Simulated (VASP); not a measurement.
# HfN: single point with r2SCAN

The system is HfN.

```
Hf N
1.0
     0.00000    2.57756    2.45482
     2.57756    0.00000    2.45482
     2.57756    2.57756    0.00000
Hf N
1 1
Direct
  0.00000 0.00000 0.00000
  0.75000 0.75000 0.75000
```

This cell differs from its parent crystal: strain +0.050 along x and y, +0.000 along z.

```
Program             : VASP 6.6.1
Task                : single point
Functional          : r2SCAN
Potentials or basis : VASP PAW PBE potentials, release 64 (Hf_pv, N)
Cutoff              : 520 eV
k mesh              : 16 × 16 × 16
Occupations         : gaussian, width 0.15 eV
Spin                : no spin polarisation
```

```json
{"Pressure": "-19.2 GPa", "Band gap on the k mesh": "zero (an odd number of electrons rules out a gap without spin polarisation)"}
```

Stress tensor (GPa, compression positive):
```
-21.66   0.00   0.00
  0.00 -21.66   0.00
  0.00   0.00 -14.18
```

Levels at points of the mesh, in eV from the Fermi level:
```
           k point  band 5  band 6  band 7  band 8  band 9  band 10  band 11  band 12
(0.00, 0.00, 0.00)   -5.40   -5.40   -5.27   -0.94    1.93     2.46     5.98     5.98
(0.50, 0.00, 0.00)   -5.86   -4.94   -4.71    1.36    2.64     2.67     4.15     4.84
(0.50, 0.50, 0.00)   -6.57   -3.91   -3.91   -1.03    2.22     3.79     4.27     4.27
(0.50, 0.00, 0.50)   -6.71   -3.85   -3.69   -1.30    2.07     3.86     4.24     4.30
```

It took 13 min on 1 thread of Intel Xeon 8259CL, with other jobs on the host, peak memory 0.3 GiB.

Caveat: the cell differs from its parent crystal (strain +0.050 along x and y, +0.000 along z); the cell stands under tension; the PAW data sets were made with another functional, which shifts forces and pressure a little; spin-orbit coupling is left out, which moves the levels of the heavy elements.
